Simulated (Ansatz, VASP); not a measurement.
One calculation of ReH4I2N2, two programs

File POSCAR:

```
ReH4I2N2
1.0
    0.0000000000      3.8009030000      0.0000000000
    6.2552760000     -1.9004510000      0.0000000000
    1.5971910000      0.0000000000     -5.6772640000
Re I N H
1 2 2 4
Direct
    0.0000000000      0.0000000000      0.0000000000
    0.8812000000      0.7624000000      0.7537000000
    0.1188000000      0.2376000000      0.2463000000
    0.6067000000      0.2134000000      0.7706000000
    0.3933000000      0.7866000000      0.2294000000
    0.6100000000      0.2200000000      0.5660000000
    0.3900000000      0.7800000000      0.4340000000
    0.7010000000      0.4020000000      0.7762000000
    0.2990000000      0.5980000000      0.2238000000
```

File INCAR.step1:

```
SYSTEM = ReH4I2N2
PREC     = Accurate       ! precision mode
ENCUT    = 520            ! plane-wave cutoff, eV
ISMEAR   = -1             ! smearing method
SIGMA    = 0.1            ! smearing width, eV
LREAL    = .False.        ! projectors in reciprocal space
LASPH    = .True.         ! aspherical terms in the spheres
NELM     = 80             ! most SCF steps
NBANDS   = 28             ! bands
GGA      = PE             ! functional
ALGO     = Normal         ! electronic algorithm
EDIFF    = 1E-4           ! SCF threshold, eV
LWAVE    = .True.         ! write WAVECAR
LCHARG   = .False.        ! write CHGCAR
```

Contents of INCAR.step2:

```
SYSTEM = ReH4I2N2
PREC     = Accurate       ! precision mode
ENCUT    = 520            ! plane-wave cutoff, eV
EDIFF    = 1E-6           ! SCF threshold, eV
ISMEAR   = -1             ! smearing method
SIGMA    = 0.1            ! smearing width, eV
LREAL    = .False.        ! projectors in reciprocal space
LASPH    = .True.         ! aspherical terms in the spheres
NELM     = 80             ! most SCF steps
ALGO     = Normal         ! electronic algorithm
ISIF     = 2              ! what is computed and relaxed
LWAVE    = .False.        ! write WAVECAR
LCHARG   = .True.         ! write CHGCAR
METAGGA  = R2SCAN         ! meta-GGA
LMIXTAU  = .True.       
LELF     = .True.         ! ELF
LVHAR    = .True.       
NBANDS   = 28             ! bands
ISTART   = 1
```

Contents of KPOINTS:

```
Automatic mesh
0
Gamma
  5 5 3
  0 0 0
```

Input for Ansatz:

```yaml
crystal:
  lattice:
    - [0.0, 3.800903, 0.0]
    - [6.255276, -1.900451, 0.0]
    - [1.597191, 0.0, -5.677264]
  atoms:
    - { symbol: Re, position: [0.0, 0.0, 0.0] }
    - { symbol: I, position: [0.8812, 0.7624, 0.7537] }
    - { symbol: I, position: [0.1188, 0.2376, 0.2463] }
    - { symbol: "N", position: [0.6067, 0.2134, 0.7706] }
    - { symbol: "N", position: [0.3933, 0.7866, 0.2294] }
    - { symbol: H, position: [0.61, 0.22, 0.566] }
    - { symbol: H, position: [0.39, 0.78, 0.434] }
    - { symbol: H, position: [0.701, 0.402, 0.7762] }
    - { symbol: H, position: [0.299, 0.598, 0.2238] }
  symmetry: { tolerance: 0.0003 }
kpoints:
  mp_grid: { grid: [5, 5, 3], shift: [0, 0, 0] }
magnetization:
  spin_polarized: false
scf:
  occupations: { method: fermi_dirac }
hamiltonian:
  pseudopotentials: { kind: paw }
  xc: r2scan
basis:
  ecutwfc: 500
output:
  forces: true
  stress: true
  eigenvalues: true
```

Alike in both runs: task single point; functional r2SCAN; k mesh 5 × 5 × 3; no spin polarisation.

|  | VASP | Ansatz |
| --- | --- | --- |
| version | VASP 6.6.1 | Ansatz 0.2.0 |
| potentials or method | VASP PAW PBE potentials, release 64 (Re, I, N, H), cutoff 520 eV | PAW plane waves |
| occupations | fermi-dirac, width 0.1 eV | fermi-dirac |
| valence electrons in the cell | 35 | 63 |

```tsv
	VASP	Ansatz	Ansatz less VASP
gap on the k mesh at the Fermi level (eV)	none	none	-
pressure (GPa)	-4.3	-4.3	+0.05
traceless stress, the component that is largest in VASP (GPa)	-15.22	-15.37	-0.145
rms of the force components (eV/Å)	1.992	2.018	+0.0270
```

VASP's potentials were made for PBE, not for r2SCAN. Atom by atom the forces differ by 0.027 eV/Å (rms over components). A gap of «none» marks a metal or a gap that the smearing closes. VASP's potentials hold 35 valence electrons a cell and Ansatz's 63, so a difference there can come from the potentials and not from the codes.

The k mesh is coarse, so the values compare programs but aren't converged. Neither program's run includes spin-orbit coupling.
